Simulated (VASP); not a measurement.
AlN, 4 atoms in the cell. It takes space group P2_1 (No. 4, monoclinic). Conventional cell: a = 3.089 Å, b = 4.944 Å, c = 3.089 Å, α = 90.00°, β = 120.00°, γ = 90.00°. Within 2.5 Å of Al (site symmetry 1) lie 4 N at 1.87 to 1.89 Å. Within 2.5 Å of N (site symmetry 1) lie 4 Al at 1.87 to 1.89 Å.  This cell differs from its parent crystal: mode 4 frozen in at -0.052 Å and mode 5 at +0.000 Å (largest displacements).

| Quantity | Value |
| --- | --- |
| Program | VASP 6.6.1 |
| Task | single point |
| Functional | LDA |
| Potentials or basis | VASP PAW LDA potentials, release 64 (Al, N) |
| Cutoff | 520 eV |
| k mesh | 9 × 9 × 6 |
| Occupations | gaussian, width 0.05 eV |
| Spin | no spin polarisation |
| Dipole correction | no |
| Further INCAR settings | ALGO = Normal; EDIFF = 1e-06; NBANDS = 16 |

Potentials or basis: VASP PAW LDA potentials, release 64 (Al, N).

Command:

```sh
$ cat potpaw_LDA.64/Al/POTCAR potpaw_LDA.64/N/POTCAR > POTCAR
$ mpirun -np 1 vasp_std > vasp.out
```

Hardware: 1 thread of Intel(R) Xeon(R) Platinum 8375C CPU @ 2.90GHz (Ice Lake), with other jobs on the host.

Question: How long does it take, and how much memory?

Answer: Wall time 45 s on 1 thread of Intel(R) Xeon(R) Platinum 8375C CPU @ 2.90GHz (Ice Lake), on a shared host, peak memory 0.2 GiB. Counts: scf iterations 12, k points 164.
